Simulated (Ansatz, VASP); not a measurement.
**One calculation of Cu, two programs**

```
Cu
1.0
    -1.44279    1.44279    1.37608
     1.44279   -1.44279    1.37608
     1.44279    1.44279   -1.37608
Cu
1
Direct
  0.00000 0.00000 0.00000
```

Alike in both runs: functional BLYP; k mesh 13 × 13 × 13; occupations fermi-dirac, width 0.05 eV; no spin polarisation.

|  | VASP | Ansatz |
| --- | --- | --- |
| version | VASP 6.6.1 | Ansatz 0.2.0 |
| potentials or method | VASP PAW PBE potentials, release 64 (Cu) | Ansatz PAW |
| plane-wave cutoff (eV) | 520 | 420 |
| valence electrons in the cell | 11 | 19 |
| task | single point | band structure |

```tsv
	VASP	Ansatz	Ansatz less VASP
gap on the k mesh at the Fermi level (eV)	none	none	-
pressure (GPa)	16.7	16.0	-0.67
traceless stress, the component that is largest in VASP (GPa)	-0.48	-0.44	+0.032
```

VASP's potentials were made for PBE, not for BLYP. A gap of «none» marks a metal or a gap that the smearing closes. VASP's potentials hold 11 valence electrons a cell and Ansatz's 19, so a difference there can come from the potentials and not from the codes.
